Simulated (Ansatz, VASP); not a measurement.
## One calculation of CuGe2, two programs

```xyz
3
Lattice="-1.4343 1.4343 6.1317 1.4343 -1.4343 6.1317 1.4343 1.4343 -6.1317" Properties=species:S:1:pos:R:3 pbc="T T T"
Cu    0.0000    0.0000    0.0000
Ge    0.0000    0.0000    4.3746
Ge    0.0000    0.0000    7.8889
```

Alike in both runs: functional PBE; k mesh 20 × 20 × 20; occupations gaussian, width 0.1 eV; no spin polarisation.

Ansatz relaxed the structure, and its values are those at the end. VASP's run is a single point on that final structure, the one shown.

|  | VASP | Ansatz |
| --- | --- | --- |
| version | VASP 6.6.1 | Ansatz 0.2.0 |
| potentials or method | VASP PAW PBE potentials, release 64 (Cu, Ge_d), cutoff 520 eV | scalar-relativistic, plane waves, PAW |
| valence electrons in the cell | 39 | 47 |

|  | VASP | Ansatz | Ansatz less VASP |
| --- | --- | --- | --- |
| gap on the k mesh at the Fermi level (eV) | none | none | - |
| pressure (GPa) | 0.1 | 0.0 | -0.04 |
| rms of the force components (eV/Å) | 0.012 | 0.001 | -0.0111 |

A gap of «none» marks a metal or a gap that the smearing closes. VASP's potentials hold 39 valence electrons a cell and Ansatz's 47, so a difference there can come from the potentials and not from the codes.
